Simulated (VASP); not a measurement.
# BaTiO3 (Pm-3m) in VASP: single point with PBE

Aim: the single point of BaTiO3 with PBE.

Everything below comes from runs of VASP 6.6.1. Logs are shortened: lines on timing, memory, paths and dates and some standing lists are left out, and cuts for length are marked.

## 1. The cell of the first run

Symmetry: Pm-3m, No. 221, cubic system. Conventional cell: a = 4.020 Å, b = 4.020 Å, c = 4.020 Å, α = 90.00°, β = 90.00°, γ = 90.00°. Within 3.7 Å of Ba (site symmetry m-3m) lie 12 O at 2.84 Å and 8 Ti at 3.48 Å. Within 2.7 Å of Ti (site symmetry m-3m) lie 6 O at 2.01 Å. O (site symmetry 4/mmm) has 2 Ti at 2.01 Å within 2.7 Å.

## 2. Single point, PBE

File INCAR:

```
ALGO = Normal
EDIFF = 1E-6
ENCUT = 1340
GGA = PE
GGA_COMPAT = F
ISIF = 2
ISMEAR = 0
LASPH = T
LCHARG = T
LELF = T
LREAL = F
LVHAR = T
LWAVE = F
NBANDS = 28
NELM = 120
PREC = Accurate
SIGMA = 0.01
```

File KPOINTS:

```
k-points
0
Gamma
  4 4 4
```

File POSCAR:

```
BaTiO3
1.0
    4.0195561865      0.0000000000      0.0000000000
    0.0000000000      4.0195561865      0.0000000000
    0.0000000000      0.0000000000      4.0195561865
Ba Ti O
1 1 3
Direct
    0.5000000000      0.5000000000      0.5000000000
    0.0000000000      0.0000000000      0.0000000000
    0.5000000000      0.0000000000      0.0000000000
    0.0000000000      0.5000000000      0.0000000000
    0.0000000000      0.0000000000      0.5000000000
```

Potentials or basis: VASP PAW PBE potentials, release 64 (Ba_sv, Ti_sv, O_h).

The run is started by

```bash
$ cat potpaw_PBE.64/Ba_sv/POTCAR potpaw_PBE.64/Ti_sv/POTCAR potpaw_PBE.64/O_h/POTCAR > POTCAR
$ mpirun -np 1 vasp_std > vasp.out
```

OUTCAR:

```text
EDIFF = 1E-6
   ENCUT = 1340
   GGA = PE
   ISIF = 2
   ISMEAR = 0
   LASPH = T
   LREAL = F
   NELM = 120
   PREC = Accurate

 ion  position               nearest neighbor table
   1  0.500  0.500  0.500-   3 2.84   4 2.84   5 2.84   3 2.84   4 2.84   3 2.84   5 2.84   3 2.84
                             4 2.84   5 2.84   4 2.84   5 2.84   2 3.48   2 3.48   2 3.48   2 3.48
   2  0.000  0.000  0.000-   3 2.01   4 2.01   5 2.01   5 2.01   4 2.01   3 2.01   1 3.48   1 3.48
                             1 3.48   1 3.48   1 3.48   1 3.48   1 3.48   1 3.48
   3  0.500  0.000  0.000-   2 2.01   2 2.01   1 2.84   1 2.84   1 2.84   1 2.84
   4  0.000  0.500  0.000-   2 2.01   2 2.01   1 2.84   1 2.84   1 2.84   1 2.84
   5  0.000  0.000  0.500-   2 2.01   2 2.01   1 2.84   1 2.84   1 2.84   1 2.84

  LATTYP: Found a simple cubic cell.
 ALAT       =     4.0195561865

  Lattice vectors:

 A1 = (   4.0195561865,   0.0000000000,   0.0000000000)
 A2 = (   0.0000000000,   4.0195561865,   0.0000000000)
 A3 = (   0.0000000000,   0.0000000000,   4.0195561865)

Analysis of symmetry for initial positions (statically):
=====================================================================
 Subroutine PRICEL returns:
 Original cell was already a primitive cell.

 Routine SETGRP: Setting up the symmetry group for a
 simple cubic supercell.

 Subroutine GETGRP returns: Found 48 space group operations
 (whereof 48 operations were pure point group operations)
 out of a pool of 48 trial point group operations.

The static configuration has the point symmetry O_h .

Analysis of symmetry for dynamics (positions and initial velocities):
=====================================================================
 Subroutine PRICEL returns:
 Original cell was already a primitive cell.

 Routine SETGRP: Setting up the symmetry group for a
 simple cubic supercell.

 Subroutine GETGRP returns: Found 48 space group operations
 (whereof 48 operations were pure point group operations)
 out of a pool of 48 trial point group operations.

The dynamic configuration has the point symmetry O_h .

 Subroutine INISYM returns: Found 48 space group operations
 (whereof 48 operations are pure point group operations),
 and found     1 'primitive' translations

----------------------------------------------------------------------------------------

                                     Primitive cell

  volume of cell :      64.9433

  direct lattice vectors                    reciprocal lattice vectors
     4.019556187  0.000000000  0.000000000     0.248783685  0.000000000  0.000000000
     0.000000000  4.019556187  0.000000000     0.000000000  0.248783685  0.000000000
     0.000000000  0.000000000  4.019556187     0.000000000  0.000000000  0.248783685

  length of vectors
     4.019556187  4.019556187  4.019556187     0.248783685  0.248783685  0.248783685

  position of ions in fractional coordinates (direct lattice)
     0.500000000  0.500000000  0.500000000
     0.000000000  0.000000000  0.000000000
     0.500000000  0.000000000  0.000000000
     0.000000000  0.500000000  0.000000000
     0.000000000  0.000000000  0.500000000

  ion indices of the primitive-cell ions
   primitive index   ion index
                 1           1
                 2           2
                 3           3
                 4           4
                 5           5

----------------------------------------------------------------------------------------

 KPOINTS: k-points

Automatic generation of k-mesh.
 Grid dimensions read from file:
 generate k-points for:    4    4    4

 Generating k-lattice:

  Cartesian coordinates                     Fractional coordinates (reciprocal lattice)
     0.062195921  0.000000000  0.000000000     0.250000000  0.000000000  0.000000000
     0.000000000  0.062195921  0.000000000     0.000000000  0.250000000  0.000000000
     0.000000000  0.000000000  0.062195921     0.000000000  0.000000000  0.250000000

  Length of vectors
     0.062195921  0.062195921  0.062195921

  Shift w.r.t. Gamma in fractional coordinates (k-lattice)
     0.000000000  0.000000000  0.000000000

 Subroutine IBZKPT returns following result:
 ===========================================

 Found     10 irreducible k-points:

 Following reciprocal coordinates:
            Coordinates               Weight
  0.000000  0.000000  0.000000      1.000000
  0.250000  0.000000  0.000000      6.000000
  0.500000  0.000000  0.000000      3.000000
  0.250000  0.250000  0.000000     12.000000
  0.500000  0.250000  0.000000     12.000000
  0.500000  0.500000  0.000000      3.000000
  0.250000  0.250000  0.250000      8.000000
  0.500000  0.250000  0.250000     12.000000
  0.500000  0.500000  0.250000      6.000000
  0.500000  0.500000  0.500000      1.000000
   k-points           NKPTS =     10   k-points in BZ     NKDIM =     10   number of bands    NBANDS=     28
   number of dos      NEDOS =    301   number of ions     NIONS =      5
   total plane-waves  NPLWV = 110592
   dimension x,y,z NGX =    48 NGY =   48 NGZ =   48
   dimension x,y,z NGXF=    96 NGYF=   96 NGZF=   96
   ions per type =               1   1   3
   NGX,Y,Z   is equivalent  to a cutoff of  19.85, 19.85, 19.85 a.u.
   NGXF,Y,Z  is equivalent  to a cutoff of  39.70, 39.70, 39.70 a.u.
 SYSTEM =  unknown system
   PREC   = accura    normal or accurate (medium, high low for compatibility)
   ISTART =      0    job   : 0-new  1-cont  2-samecut
   ICHARG =      2    charge: 1-file 2-atom 10-const
   ISPIN  =      1    spin polarized calculation?
   LNONCOLLINEAR =      F non collinear calculations
   LSORBIT =      F    spin-orbit coupling
   LASPH  =      T    aspherical Exc in radial PAW
   ENCUT  = 1340.0 eV  98.49 Ry    9.92 a.u.  12.00 12.00 12.00*2*pi/ulx,y,z
   NELM   =    120;   NELMIN=  2; NELMDL= -5     # of ELM steps
   EDIFF  = 0.1E-05   stopping-criterion for ELM
   LREAL  =      F    real-space projection
   EDIFFG = 0.1E-04   stopping-criterion for IOM
   NSW    =      0    number of steps for IOM
   IBRION =     -1    ionic relax: 0-MD 1-quasi-New 2-CG
   NFREE  =      0    steps in history (QN), initial steepest desc. (CG)
   ISIF   =      2    stress and relaxation
   ISYM   =      2    0-nonsym 1-usesym 2-fastsym
   POTIM  = 0.5000    time-step for ionic-motion
   TEBEG  =    0.0;   TEEND  =   0.0 temperature during run
   PSTRESS=    0.0 pullay stress
   NELECT =      40.0000    total number of electrons
   NUPDOWN=      -1.0000    fix difference up-down
   EMIN   =  10.00;   EMAX   =-10.00  energy-range for DOS
   EFERMI =   0.00;   METHOD = LEGACY
   ISMEAR =     0;   SIGMA  =   0.01  broadening in eV -4-tet -1-fermi 0-gaus
   EFERMI_NEDOS =   21; number of points for ismear=-14 and -15
   IALGO  =     38    algorithm
   IMIX   =      4    mixing-type and parameters
     AMIX     =   0.40;   BMIX     =  1.00
     AMIX_MAG =   1.60;   BMIX_MAG =  1.00
  volume/ion in A,a.u.               =      12.99        87.65
  Fermi-wavevector in a.u.,A,eV,Ry     =   1.392890  2.632180 26.397230  1.940142
  Thomas-Fermi vector in A             =   2.516589
   LORBIT       =      0    0 simple, 1 ext, 2 COOP (PROOUT), +10 PAW based schemes
   GGA     = PE    functional components
   LHFCALC =     F    Hartree Fock is set to
   AEXX    =    0.0000 exact exchange contribution
   IVDW    =     0    specifies the selected vdW correction
   LEPSILON=     F    determine dielectric tensor
   LRPA    =     F    only Hartree local field effects (RPA)
 non-spin polarized calculation
 Gauss-broadening in eV      SIGMA  =   0.01
  energy-cutoff  :     1340.00
  volume of cell :       64.94
 maximum number of plane-waves:      7264
 NGX is ok and might be reduce to    48
   NGX = 23   NGY = 23   NGZ = 23

 number of electron      39.9999999 magnetization

 Free energy of the ion-electron system (eV)
  ---------------------------------------------------
  ext. energy  EPLUGINS =         0.00000000
  ---------------------------------------------------
  free energy    TOTEN  =       -39.99180665 eV

  energy without entropy =      -39.99180665  energy(sigma->0) =      -39.99180665

 E-fermi :   4.1479     XC(G=0): -11.1966

 val. band max:        4.0912915164   @ k =   0.5000   0.5000   0.5000
 cond. band min:       5.7966127328   @ k =   0.0000   0.0000   0.0000
 fundamental gap:      1.7053212164
 Fermi energy:         4.1478830383

 k-point     1 :       0.0000    0.0000    0.0000
  band No.  band energies     occupation
      1     -52.6229      2.00000
      2     -28.8254      2.00000
      3     -28.8254      2.00000
      4     -28.8254      2.00000
      5     -20.7500      2.00000
      6     -12.7687      2.00000
[... 20 lines left out ...]
     27       9.1294      0.00000
     28      11.3414      0.00000

 k-point     2 :       0.2500    0.0000    0.0000
  band No.  band energies     occupation
      1     -52.6224      2.00000
      2     -28.8498      2.00000
      3     -28.8245      2.00000
      4     -28.8245      2.00000
      5     -20.6950      2.00000
      6     -12.8309      2.00000
[... 20 lines left out ...]
     27      10.2302      0.00000
     28      12.4004      0.00000

 k-point     3 :       0.5000    0.0000    0.0000
  band No.  band energies     occupation
      1     -52.6220      2.00000
      2     -28.8740      2.00000
      3     -28.8236      2.00000
      4     -28.8236      2.00000
      5     -20.6385      2.00000
      6     -12.9738      2.00000
[... 20 lines left out ...]
     27      11.6216      0.00000
     28      12.2375      0.00000

 k-point     4 :       0.2500    0.2500    0.0000
  band No.  band energies     occupation
      1     -52.6220      2.00000
      2     -28.8489      2.00000
      3     -28.8482      2.00000
      4     -28.8236      2.00000
      5     -20.6493      2.00000
      6     -12.7259      2.00000
[... 144 lines left out ...]
     27      12.2932      0.00000
     28      12.3413      0.00000

 k-point     9 :       0.5000    0.5000    0.2500
  band No.  band energies     occupation
      1     -52.6206      2.00000
      2     -28.8698      2.00000
      3     -28.8698      2.00000
      4     -28.8453      2.00000
      5     -20.5349      2.00000
      6     -12.1474      2.00000
[... 20 lines left out ...]
     27      12.0721      0.00000
     28      12.0721      0.00000

 k-point    10 :       0.5000    0.5000    0.5000
  band No.  band energies     occupation
      1     -52.6202      2.00000
      2     -28.8686      2.00000
      3     -28.8686      2.00000
      4     -28.8686      2.00000
      5     -20.5033      2.00000
      6     -11.8712      2.00000
[... 20 lines left out ...]
     27      11.6120      0.00000
     28      11.6120      0.00000

------------------------ aborting loop because EDIFF is reached ----------------------------------------

  FORCE on cell =-STRESS in cart. coord.  units (eV):
  Direction    XX          YY          ZZ          XY          YZ          ZX
  --------------------------------------------------------------------------------------
  -------------------------------------------------------------------------------------
  Total        0.6280445      0.6280445      0.6280445      0.0000000     -0.0000000      0.0000000
  in kB       15.4941131     15.4941131     15.4941131      0.0000000     -0.0000000      0.0000000
  external PRESSURE =      15.4941131 kB  Pullay stress =       0.0000000 kB

 VOLUME and BASIS-vectors are now :
 -----------------------------------------------------------------------------
  energy-cutoff  :     1340.00
  volume of cell :       64.94
      direct lattice vectors                 reciprocal lattice vectors
     4.019556187  0.000000000  0.000000000     0.248783685  0.000000000  0.000000000
     0.000000000  4.019556187  0.000000000     0.000000000  0.248783685  0.000000000
     0.000000000  0.000000000  4.019556187     0.000000000  0.000000000  0.248783685

 POSITION                                       TOTAL-FORCE (eV/Angst)
 -----------------------------------------------------------------------------------
      2.00978      2.00978      2.00978         0.000000      0.000000      0.000000
      0.00000      0.00000      0.00000         0.000000      0.000000      0.000000
      2.00978      0.00000      0.00000         0.000000      0.000000      0.000000
      0.00000      2.00978      0.00000         0.000000      0.000000      0.000000
      0.00000      0.00000      2.00978         0.000000      0.000000      0.000000
 -----------------------------------------------------------------------------------
    total drift:                                0.000000      0.000000      0.000000

  FREE ENERGIE OF THE ION-ELECTRON SYSTEM (eV)
  ---------------------------------------------------
  free  energy   TOTEN  =       -39.9918066500 eV

  energy  without entropy=      -39.9918066500  energy(sigma->0) =      -39.99180665
```

It took 64 s on 1 thread of AMD EPYC 7R13 (Zen 3), shared host; peak memory 0.33 GiB.

What came out:

* Free energy: -39.9918 eV
* Pressure: 1.5 GPa
* Band gap on the k mesh: 1.71 eV (least direct gap 1.86 eV)

Caveat: spin-orbit coupling is left out, which moves the levels of the heavy elements.
